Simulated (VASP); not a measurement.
Input of a VASP 6.6.1 run:

INCAR

```
  ALGO = Normal
  EDIFF = 1E-6
  EDIFFG = -0.002
  ENCUT = 600
  GGA = PS
  IBRION = 2
  ISIF = 3
  ISMEAR = -1
  LASPH = True
  LCHARG = False
  LREAL = False
  LWAVE = False
  NELM = 100
  NSW = 100
  PREC = Accurate
  PSTRESS = 20.0
  SIGMA = 0.05
```

Contents of KPOINTS:

```
k-points
0
Gamma
  16 16 16
```

POSCAR

```
AlNi
1.0
    2.8619580836      0.0000000000      0.0000000000
    0.0000000000      2.8619580836      0.0000000000
    0.0000000000      0.0000000000      2.8619580836
Al Ni
1 1
Direct
    0.0000000000      0.0000000000      0.0000000000
    0.5000000000      0.5000000000      0.5000000000
```

Potentials or basis: VASP PAW PBE potentials, release 64 (Al, Ni).

Command:

```bash
$ cat potpaw_PBE.64/Al/POTCAR potpaw_PBE.64/Ni/POTCAR > POTCAR
$ mpirun -np 1 vasp_std > vasp.out
```

Task: What does it give for the relaxed volume?

Result: 11.60 Å³/atom.

Task: What does it give for the space group after relaxing (to 0.05 Å)?

Result: Pm-3m (No. 221).

Task: What does it give for the relaxed cell?

Result: a = 2.852 Å, b = 2.852 Å, c = 2.852 Å, α = 90.00°, β = 90.00°, γ = 90.00°.

Step by step:
| step | energy change (eV) | largest force (eV/Å) | pressure (GPa) | volume (Å³) |
| --- | --- | --- | --- | --- |
| 1 | 0.0000 | 0.0000 | 0.14 | 23.44 |
| 2 | 0.0054 | 0.0000 | 3.72 | 22.98 |
| 3 | 0.0016 | 0.0000 | 2.01 | 23.19 |

Caveat: the cell is relaxed towards a set pressure, so the enthalpy falls and the energy may rise; the PAW data sets were made with another functional, which shifts forces and pressure a little. Spin polarisation is off, so any magnetic state and its effect on volume and gap are missing.
